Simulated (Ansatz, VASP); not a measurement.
Bi in VASP and in Ansatz

```
Bi
1.0
    -2.01360    2.01360    2.01360
     2.01360   -2.01360    2.01360
     2.01360    2.01360   -2.01360
Bi
1
Direct
  0.00000 0.00000 0.00000
```

Alike in both runs: task relaxation of cell and atoms; functional PBE; k mesh 15 × 15 × 15; occupations fermi-dirac, width 0.05 eV; non-collinear spin, spin-orbit coupling.

|  | VASP | Ansatz |
| --- | --- | --- |
| version | VASP 6.6.1 | Ansatz 0.2.0 |
| potentials or method | VASP PAW PBE potentials, release 64 (Bi_d), cutoff 600 eV | all-electron LAPW |

VASP gave:

* relaxed volume (Å³/atom): 32.49
* relaxed length of the cell vector where the two differ most in proportion (Å): 3.482

Task: Which values does Ansatz return?

Result: Relaxed volume (Å³/atom): 32.66; relaxed length of the cell vector where the two differ most in proportion (Å): 3.488.

Ansatz ran all-electron here, and VASP with PAW potentials.
